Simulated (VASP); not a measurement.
Here is a VASP 6.6.1 calculation.

File INCAR:

```
PREC     = Accurate       # precision mode
ENCUT    = 600            # plane-wave cutoff, eV
EDIFF    = 1E-7           # SCF threshold, eV
ISMEAR   = 0              # smearing method
SIGMA    = 0.05           # smearing width, eV
LREAL    = False          # projectors in reciprocal space
LASPH    = True           # aspherical terms in the spheres
NELM     = 100            # most SCF steps
ALGO     = Normal         # electronic algorithm
ISIF     = 4              # what is computed and relaxed
LWAVE    = False          # write WAVECAR
LCHARG   = False          # write CHGCAR
GGA      = PS             # functional
IBRION   = 2              # ionic algorithm
NSW      = 60             # ionic steps
EDIFFG   = -0.01          # ionic threshold
```

File KPOINTS:

```
regular mesh
0
Gamma
  10 10 6
```

The input POSCAR:

```
TiTe2
1.0
    3.7336205964      0.0000000000      0.0000000000
   -1.8668102982      3.2334102846      0.0000000000
    0.0000000000      0.0000000000      6.5628882045
Ti Te
1 2
Direct
    0.0000000000      0.0000000000      0.0000000000
    0.3333333333      0.6666666667      0.2643153644
    0.6666666667      0.3333333333      0.7356846356
```

Potentials or basis: VASP PAW PBE potentials, release 64 (Ti_sv, Te).

Command:

```bash
$ cat potpaw_PBE.64/Ti_sv/POTCAR potpaw_PBE.64/Te/POTCAR > POTCAR
$ mpirun -np 1 vasp_std > vasp.out
```

**Question.** Estimate the band gap on the k mesh.

**Answer.** Zero (bands 12 and 13 overlap by 0.79 eV).

Forces in eV/Å, atoms in the order of the input:
```
Ti   0.000  0.000  0.000
Te   0.000  0.000 -0.004
Te   0.000  0.000  0.004
```

Caveat: the PAW data sets were made with another functional, which shifts forces and pressure a little; spin-orbit coupling is left out, which moves the levels of the heavy elements.
